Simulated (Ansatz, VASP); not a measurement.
NaI: VASP beside Ansatz

```
Na I
1.0
     0.00000    3.09851    3.09851
     3.09851    0.00000    3.09851
     3.09851    3.09851    0.00000
Na I
1 1
Direct
  0.00000 0.00000 0.00000
  0.50000 0.50000 0.50000
```

Alike in both runs: task single point; functional r2SCAN; k mesh 6 × 6 × 6; occupations gaussian, width 0.02 eV; no spin polarisation.

|  | VASP | Ansatz |
| --- | --- | --- |
| version | VASP 6.6.1 | Ansatz 0.2.0 |
| potentials or method | VASP PAW PBE potentials, release 64 (Na_pv, I), cutoff 520 eV | scalar-relativistic, plane waves, PAW |
| valence electrons in the cell | 14 | 26 |

|  | VASP | Ansatz | Ansatz less VASP |
| --- | --- | --- | --- |
| gap on the k mesh at the Fermi level (eV) | 4.89 | 4.88 | -0.009 |
| least direct gap on the mesh (eV) | 4.89 | 4.88 | -0.009 |
| pressure (GPa) | 2.8 | 2.9 | +0.12 |

VASP's potentials were made for PBE, not for r2SCAN. VASP's potentials hold 14 valence electrons a cell and Ansatz's 26, so a difference there can come from the potentials and not from the codes.

Spin-orbit coupling is off throughout.
